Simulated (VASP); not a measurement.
# W (Pm-3n) in VASP: notebook

Runs on W. Level: PBEsol. Tasks: single point.

All numbers are computed with VASP 6.6.1; they aren't measurements. Logs are shortened: lines on timing, memory, paths and dates and some standing lists are left out, and cuts for length are marked.

## Step 1: The cell of the first run

It takes space group Pm-3n (No. 223, cubic). Conventional cell: a = 4.982 Å, b = 4.982 Å, c = 4.982 Å, α = 90.00°, β = 90.00°, γ = 90.00°. Within 3.3 Å of W (site symmetry -4m2) lie 14 W at 2.49 to 3.05 Å. Within 3.7 Å of W (site symmetry m-3) lie 12 W at 2.78 Å.

## Step 2: Single point, PBEsol

INCAR

```
PREC = Accurate ; ENCUT = 520
EDIFF = 1E-6 ; ISMEAR = -1
SIGMA = 0.05 ; LREAL = F
LASPH = T ; NELM = 60
ALGO = Normal ; ISIF = 2
LWAVE = F ; LCHARG = F
GGA = PS ; NBANDS = 66
```

KPOINTS

```
Automatic mesh
0
Gamma
  5 5 5
```

POSCAR

```
W
1.0
    4.9819204726      0.0000000000      0.0000000000
    0.0000000000      4.9819204726      0.0000000000
    0.0000000000      0.0000000000      4.9819204726
W
8
Direct
    0.5000000000      0.2500000000      0.0000000000
    0.5000000000      0.7500000000      0.0000000000
    0.7500000000      0.0000000000      0.5000000000
    0.2500000000      0.0000000000      0.5000000000
    0.0000000000      0.5000000000      0.7500000000
    0.0000000000      0.5000000000      0.2500000000
    0.5000000000      0.5000000000      0.5000000000
    0.0000000000      0.0000000000      0.0000000000
```

Potentials or basis: VASP PAW PBE potentials, release 64 (W_sv).

On the command line:

```sh
$ cat potpaw_PBE.64/W_sv/POTCAR > POTCAR
$ mpirun -np 1 vasp_std > vasp.out
```

OUTCAR:

```text
PREC = Accurate
   ENCUT = 520
   EDIFF = 1E-6
   ISMEAR = -1
   LREAL = F
   LASPH = T
   NELM = 60
   ISIF = 2
   GGA = PS

 ion  position               nearest neighbor table
   1  0.500  0.250  0.000-   2 2.49   2 2.49   8 2.78   7 2.78   7 2.78   8 2.78   4 3.05   3 3.05
                             4 3.05   5 3.05   6 3.05   5 3.05   6 3.05   3 3.05
   2  0.500  0.750  0.000-   1 2.49   1 2.49   8 2.78   7 2.78   7 2.78   8 2.78   4 3.05   3 3.05
                             4 3.05   5 3.05   6 3.05   5 3.05   6 3.05   3 3.05
   3  0.750  0.000  0.500-   4 2.49   4 2.49   8 2.78   8 2.78   7 2.78   7 2.78   1 3.05   1 3.05
                             2 3.05   5 3.05   5 3.05   6 3.05   6 3.05   2 3.05
   4  0.250  0.000  0.500-   3 2.49   3 2.49   8 2.78   8 2.78   7 2.78   7 2.78   1 3.05   1 3.05
                             2 3.05   5 3.05   5 3.05   6 3.05   6 3.05   2 3.05
   5  0.000  0.500  0.750-   6 2.49   6 2.49   8 2.78   7 2.78   8 2.78   7 2.78   3 3.05   4 3.05
                             3 3.05   4 3.05   1 3.05   1 3.05   2 3.05   2 3.05
   6  0.000  0.500  0.250-   5 2.49   5 2.49   8 2.78   7 2.78   8 2.78   7 2.78   3 3.05   4 3.05
                             3 3.05   4 3.05   1 3.05   1 3.05   2 3.05   2 3.05
   7  0.500  0.500  0.500-   1 2.78   2 2.78   3 2.78   4 2.78   5 2.78   6 2.78   1 2.78   2 2.78
                             3 2.78   4 2.78   5 2.78   6 2.78
   8  0.000  0.000  0.000-   1 2.78   2 2.78   3 2.78   4 2.78   5 2.78   6 2.78   3 2.78   4 2.78
                             5 2.78   6 2.78   1 2.78   2 2.78

  LATTYP: Found a simple cubic cell.
 ALAT       =     4.9819204726

  Lattice vectors:

 A1 = (   4.9819204726,   0.0000000000,   0.0000000000)
 A2 = (   0.0000000000,   4.9819204726,   0.0000000000)
 A3 = (   0.0000000000,   0.0000000000,   4.9819204726)

Analysis of symmetry for initial positions (statically):
=====================================================================
 Subroutine PRICEL returns:
 Original cell was already a primitive cell.

 Routine SETGRP: Setting up the symmetry group for a
 simple cubic supercell.

 Subroutine GETGRP returns: Found 48 space group operations
 (whereof 24 operations were pure point group operations)
 out of a pool of 48 trial point group operations.

The static configuration has the point symmetry T_h .
 The point group associated with its full space group is O_h .

Analysis of symmetry for dynamics (positions and initial velocities):
=====================================================================
 Subroutine PRICEL returns:
 Original cell was already a primitive cell.

 Routine SETGRP: Setting up the symmetry group for a
 simple cubic supercell.

 Subroutine GETGRP returns: Found 48 space group operations
 (whereof 24 operations were pure point group operations)
 out of a pool of 48 trial point group operations.

The dynamic configuration has the point symmetry T_h .
 The point group associated with its full space group is O_h .

 Subroutine INISYM returns: Found 48 space group operations
 (whereof 24 operations are pure point group operations),
 and found     1 'primitive' translations

----------------------------------------------------------------------------------------

                                     Primitive cell

  volume of cell :     123.6489

  direct lattice vectors                    reciprocal lattice vectors
     4.981920473  0.000000000  0.000000000     0.200725806  0.000000000  0.000000000
     0.000000000  4.981920473  0.000000000     0.000000000  0.200725806  0.000000000
     0.000000000  0.000000000  4.981920473     0.000000000  0.000000000  0.200725806

  length of vectors
     4.981920473  4.981920473  4.981920473     0.200725806  0.200725806  0.200725806

  position of ions in fractional coordinates (direct lattice)
     0.500000000  0.250000000  0.000000000
     0.500000000  0.750000000  0.000000000
     0.750000000  0.000000000  0.500000000
     0.250000000  0.000000000  0.500000000
     0.000000000  0.500000000  0.750000000
     0.000000000  0.500000000  0.250000000
     0.500000000  0.500000000  0.500000000
     0.000000000  0.000000000  0.000000000

  ion indices of the primitive-cell ions
   primitive index   ion index
                 1           1
                 2           2
                 3           3
                 4           4
                 5           5
                 6           6
                 7           7
                 8           8

----------------------------------------------------------------------------------------

 KPOINTS: Automatic mesh

Automatic generation of k-mesh.
 Grid dimensions read from file:
 generate k-points for:    5    5    5

 Generating k-lattice:

  Cartesian coordinates                     Fractional coordinates (reciprocal lattice)
     0.040145161  0.000000000  0.000000000     0.200000000  0.000000000  0.000000000
     0.000000000  0.040145161  0.000000000     0.000000000  0.200000000  0.000000000
     0.000000000  0.000000000  0.040145161     0.000000000  0.000000000  0.200000000

  Length of vectors
     0.040145161  0.040145161  0.040145161

  Shift w.r.t. Gamma in fractional coordinates (k-lattice)
     0.000000000  0.000000000  0.000000000

 Subroutine IBZKPT returns following result:
 ===========================================

 Found     10 irreducible k-points:

 Following reciprocal coordinates:
            Coordinates               Weight
  0.000000  0.000000  0.000000      1.000000
  0.200000  0.000000  0.000000      6.000000
  0.400000  0.000000  0.000000      6.000000
  0.200000  0.200000  0.000000     12.000000
  0.400000  0.200000  0.000000     24.000000
  0.400000  0.400000  0.000000     12.000000
  0.200000  0.200000  0.200000      8.000000
  0.400000  0.200000  0.200000     24.000000
  0.400000  0.400000  0.200000     24.000000
  0.400000  0.400000  0.400000      8.000000
   k-points           NKPTS =     10   k-points in BZ     NKDIM =     10   number of bands    NBANDS=     66
   number of dos      NEDOS =    301   number of ions     NIONS =      8
   total plane-waves  NPLWV =  64000
   dimension x,y,z NGX =    40 NGY =   40 NGZ =   40
   dimension x,y,z NGXF=    80 NGYF=   80 NGZF=   80
   ions per type =               8
   NGX,Y,Z   is equivalent  to a cutoff of  13.35, 13.35, 13.35 a.u.
   NGXF,Y,Z  is equivalent  to a cutoff of  26.70, 26.70, 26.70 a.u.
 SYSTEM =  unknown system
   PREC   = accura    normal or accurate (medium, high low for compatibility)
   ISTART =      0    job   : 0-new  1-cont  2-samecut
   ICHARG =      2    charge: 1-file 2-atom 10-const
   ISPIN  =      1    spin polarized calculation?
   LNONCOLLINEAR =      F non collinear calculations
   LSORBIT =      F    spin-orbit coupling
   LASPH  =      T    aspherical Exc in radial PAW
   ENCUT  =  520.0 eV  38.22 Ry    6.18 a.u.   9.26  9.26  9.26*2*pi/ulx,y,z
   NELM   =     60;   NELMIN=  2; NELMDL= -5     # of ELM steps
   EDIFF  = 0.1E-05   stopping-criterion for ELM
   LREAL  =      F    real-space projection
   EDIFFG = 0.1E-04   stopping-criterion for IOM
   NSW    =      0    number of steps for IOM
   IBRION =     -1    ionic relax: 0-MD 1-quasi-New 2-CG
   NFREE  =      0    steps in history (QN), initial steepest desc. (CG)
   ISIF   =      2    stress and relaxation
   ISYM   =      2    0-nonsym 1-usesym 2-fastsym
   POTIM  = 0.5000    time-step for ionic-motion
   TEBEG  =    0.0;   TEEND  =   0.0 temperature during run
   PSTRESS=    0.0 pullay stress
   NELECT =     112.0000    total number of electrons
   NUPDOWN=      -1.0000    fix difference up-down
   EMIN   =  10.00;   EMAX   =-10.00  energy-range for DOS
   EFERMI =   0.00;   METHOD = LEGACY
   ISMEAR =    -1;   SIGMA  =   0.05  broadening in eV -4-tet -1-fermi 0-gaus
   EFERMI_NEDOS =   21; number of points for ismear=-14 and -15
   IALGO  =     38    algorithm
   IMIX   =      4    mixing-type and parameters
     AMIX     =   0.40;   BMIX     =  1.00
     AMIX_MAG =   1.60;   BMIX_MAG =  1.00
  volume/ion in A,a.u.               =      15.46       104.30
  Fermi-wavevector in a.u.,A,eV,Ry     =   1.583984  2.993295 34.137078  2.509004
  Thomas-Fermi vector in A             =   2.683671
   LORBIT       =      0    0 simple, 1 ext, 2 COOP (PROOUT), +10 PAW based schemes
   GGA     = PS    functional components
   LHFCALC =     F    Hartree Fock is set to
   AEXX    =    0.0000 exact exchange contribution
   IVDW    =     0    specifies the selected vdW correction
   LEPSILON=     F    determine dielectric tensor
   LRPA    =     F    only Hartree local field effects (RPA)
 non-spin polarized calculation
  energy-cutoff  :      520.00
  volume of cell :      123.65
 maximum number of plane-waves:      3345
 NGX is ok and might be reduce to    40
   NGX = 19   NGY = 19   NGZ = 19

 number of electron     111.9999988 magnetization

 Free energy of the ion-electron system (eV)
  ---------------------------------------------------
  ext. energy  EPLUGINS =         0.00000000
  ---------------------------------------------------
  free energy    TOTEN  =      -109.54994263 eV

  energy without entropy =     -109.53080576  energy(sigma->0) =     -109.54037420

 E-fermi :  11.3657     XC(G=0): -13.8887

 val. band max:       11.2576639771   @ k =   0.2000   0.0000   0.0000
 cond. band min:      11.4054360984   @ k =   0.4000   0.0000   0.0000
 fundamental gap:      0.1477721213
 Fermi energy:        11.3657443297

 k-point     1 :       0.0000    0.0000    0.0000
  band No.  band energies     occupation
      1     -62.5153      2.00000
      2     -62.4552      2.00000
      3     -62.4552      2.00000
      4     -62.2863      2.00000
      5     -62.2863      2.00000
      6     -62.2863      2.00000
[... 58 lines left out ...]
     65      13.3283      0.00000
     66      14.5486      0.00000

 k-point     2 :       0.2000    0.0000    0.0000
  band No.  band energies     occupation
      1     -62.5054      2.00000
      2     -62.4584      2.00000
      3     -62.4429      2.00000
      4     -62.3047      2.00000
      5     -62.2863      2.00000
      6     -62.2863      2.00000
[... 610 lines left out ...]
     65      14.1465      0.00000
     66      14.1660      0.00000

------------------------ aborting loop because EDIFF is reached ----------------------------------------

  FORCE on cell =-STRESS in cart. coord.  units (eV):
  Direction    XX          YY          ZZ          XY          YZ          ZX
  --------------------------------------------------------------------------------------
  -------------------------------------------------------------------------------------
  Total        8.4293756      8.4293756      8.4293756      0.0000000     -0.0000000      0.0000000
  in kB      109.2233812    109.2233812    109.2233812      0.0000000     -0.0000000      0.0000000
  external PRESSURE =     109.2233812 kB  Pullay stress =       0.0000000 kB

 VOLUME and BASIS-vectors are now :
 -----------------------------------------------------------------------------
  energy-cutoff  :      520.00
  volume of cell :      123.65
      direct lattice vectors                 reciprocal lattice vectors
     4.981920473  0.000000000  0.000000000     0.200725806  0.000000000  0.000000000
     0.000000000  4.981920473  0.000000000     0.000000000  0.200725806  0.000000000
     0.000000000  0.000000000  4.981920473     0.000000000  0.000000000  0.200725806

 POSITION                                       TOTAL-FORCE (eV/Angst)
 -----------------------------------------------------------------------------------
      2.49096      1.24548      0.00000         0.000000      0.000000      0.000000
      2.49096      3.73644      0.00000        -0.000000     -0.000000     -0.000000
      3.73644      0.00000      2.49096        -0.000000      0.000000      0.000000
      1.24548      0.00000      2.49096         0.000000     -0.000000     -0.000000
      0.00000      2.49096      3.73644        -0.000000      0.000000     -0.000000
      0.00000      2.49096      1.24548         0.000000     -0.000000      0.000000
      2.49096      2.49096      2.49096         0.000000      0.000000      0.000000
      0.00000      0.00000      0.00000         0.000000      0.000000      0.000000
 -----------------------------------------------------------------------------------
    total drift:                                0.000000     -0.000000      0.000000

  FREE ENERGIE OF THE ION-ELECTRON SYSTEM (eV)
  ---------------------------------------------------
  free  energy   TOTEN  =      -109.5499426272 eV

  energy  without entropy=     -109.5308057632  energy(sigma->0) =     -109.54037420
```

Wall time 53 s (1 thread of AMD EPYC 9R45 (Zen 5), shared host); peak memory 0.22 GiB.

Results:

```yaml
Free_energy: -109.5499 eV
Pressure: 10.9 GPa
Band_gap_on_the_k_mesh: zero (bands 56 and 57 overlap by 0.63 eV)
```

Caveat: the cell stands under pressure; the PAW data sets were made with another functional, which shifts forces and pressure a little; spin-orbit coupling is left out, which moves the levels of the heavy elements.

(Continued in part 2 of 2.)
